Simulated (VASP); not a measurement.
The system is MoH5.

```
H Mo
1.0
     3.63844    0.00000    0.00000
     0.00000    3.63844    0.00000
     0.00000    0.00000    4.20391
H Mo
5 1
Direct
  0.00000 0.50000 0.50000
  0.50000 0.00000 0.50000
  0.00000 0.00000 0.66899
  0.00000 0.00000 0.33101
  0.50000 0.50000 0.50000
  0.50000 0.50000 0.00000
```

| Item | Value |
| --- | --- |
| Program | VASP 6.6.1 |
| Task | relaxation of cell and atoms |
| Functional | PBE |
| Potentials or basis | VASP PAW PBE potentials, release 64 (H, Mo_sv) |
| Cutoff | 600 eV |
| k mesh | 6 × 6 × 4 |
| Occupations | gaussian, width 0.1 eV |
| Spin | no spin polarisation |

At the start: pressure -28.3 GPa; volume 9.28 Å³/atom.

Question: How do energy, volume and symmetry change on relaxing?

Answer: Over 36 steps the energy falls by 802.8 meV/atom and the volume is 5.35 Å³/atom (-42.4 %); space group P4/mmm (No. 123, to 0.05 Å).

Step by step:
| step | energy change (eV) | largest force (eV/Å) | pressure (GPa) | volume (Å³) |
| --- | --- | --- | --- | --- |
| 1 | 0.0000 | 0.2439 | -28.26 | 55.65 |
| 2 | -2.2825 | 0.0864 | -25.89 | 43.45 |
| 3 | -3.3615 | 0.3398 | -11.70 | 35.35 |
| 4 | -3.4174 | 0.6535 | 3.21 | 31.88 |
| 5 | -3.4440 | 0.5332 | -3.01 | 33.09 |
| 6 | -3.4419 | 0.5693 | -1.20 | 32.72 |
| 7 | -3.5764 | 0.9058 | -0.88 | 31.74 |
| 8 | -3.9683 | 1.6449 | 8.35 | 28.76 |
| 9 | -2.8018 | 0.1497 | 82.93 | 22.74 |
| 10 | -4.0849 | 1.6252 | 14.08 | 27.85 |
| 11 | -3.9350 | 0.7327 | 38.35 | 25.29 |
| 12 | -4.1193 | 1.3335 | 20.54 | 26.99 |
| 13 | -4.1936 | 1.1025 | 20.00 | 27.01 |
| 14 | -4.3111 | 0.5625 | 20.40 | 27.05 |
| 15 | -4.3162 | 0.2804 | 21.14 | 27.05 |
| 16 | -4.4089 | 0.3438 | 14.74 | 27.80 |
| 17 | -4.5336 | 0.5335 | -0.59 | 30.05 |
| 18 | -4.5352 | 0.5456 | -2.06 | 30.33 |
| 19 | -4.5586 | 0.5038 | -2.10 | 30.37 |
| 20 | -4.6140 | 0.3410 | -2.00 | 30.46 |
| 21 | -4.6758 | 0.1364 | -1.85 | 30.62 |
| 22 | -4.7827 | 0.2691 | 3.79 | 30.81 |
| 23 | 21.5999 | 226.3326 | 120.77 | 30.60 |
| 24 | -4.7425 | 0.5412 | 1.88 | 30.82 |
| 25 | -4.2096 | 5.4160 | 19.61 | 30.81 |
| 26 | -4.7498 | 0.5785 | 2.39 | 30.82 |
| 27 | -4.7681 | 0.4420 | 8.04 | 30.83 |
| 28 | -4.7862 | 0.3826 | 4.59 | 30.83 |
| 29 | -4.7876 | 0.0188 | 6.49 | 30.83 |
| 30 | -4.7906 | 0.1686 | 5.68 | 30.83 |
| 31 | -4.7594 | 1.2237 | 2.17 | 32.41 |
| 32 | -4.8039 | 0.2362 | 3.92 | 31.43 |
| 33 | -4.8127 | 0.1731 | -2.36 | 32.46 |
| 34 | -4.8165 | 0.0407 | -0.18 | 32.09 |
| 35 | -4.8165 | 0.0457 | -0.29 | 32.10 |
| 36 | -4.8170 | 0.0058 | -0.25 | 32.08 |

Final structure:
```cif
data_structure
_symmetry_space_group_name_H-M 'P 1'
_symmetry_Int_Tables_number 1
_cell_length_a 3.0519
_cell_length_b 3.0519
_cell_length_c 3.4441
_cell_angle_alpha 90.000
_cell_angle_beta 90.000
_cell_angle_gamma 90.000
_cell_volume 32.08
loop_
_atom_site_label
_atom_site_type_symbol
_atom_site_fract_x
_atom_site_fract_y
_atom_site_fract_z
_atom_site_occupancy
H1 H 0.00000 0.50000 0.50000 1
H2 H 0.50000 0.00000 0.50000 1
H3 H 0.00000 0.00000 0.86531 1
H4 H 0.00000 0.00000 0.13469 1
H5 H 0.50000 0.50000 0.50000 1
Mo1 Mo 0.50000 0.50000 0.00000 1
```

Caveat: the k points lie up to 0.46 Å⁻¹ apart in the final cell; the volume moved by over 15 % at a fixed basis, so the end points are rough.
